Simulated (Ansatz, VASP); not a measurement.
## BaZrO3 in VASP and in Ansatz

```
Ba Zr O
1.0
     4.26911    0.00000    0.00000
     0.00000    4.26911    0.00000
     0.00000    0.00000    4.26911
Ba Zr O
1 1 3
Direct
  0.00000 0.00000 0.00000
  0.50000 0.50000 0.50000
  0.50000 0.50000 0.00000
  0.50000 0.00000 0.50000
  0.00000 0.50000 0.50000
```

Alike in both runs: task single point; functional PBE; k mesh 6 × 6 × 6; no spin polarisation.

```csv
,VASP,Ansatz
version,VASP 6.6.1,Ansatz 0.2.0
potentials or method,"VASP PAW PBE potentials, release 64 (Ba_sv, Zr_sv, O)","plane waves, PAW"
plane-wave cutoff (eV),520,420
occupations,"gaussian, width 0.01 eV",fixed
valence electrons in the cell,40,40
```

|  | VASP | Ansatz | Ansatz less VASP |
| --- | --- | --- | --- |
| gap on the k mesh at the Fermi level (eV) | 3.06 | 3.11 | +0.044 |
| pressure (GPa) | -3.3 | -4.1 | -0.82 |

Neither program's run includes spin-orbit coupling.
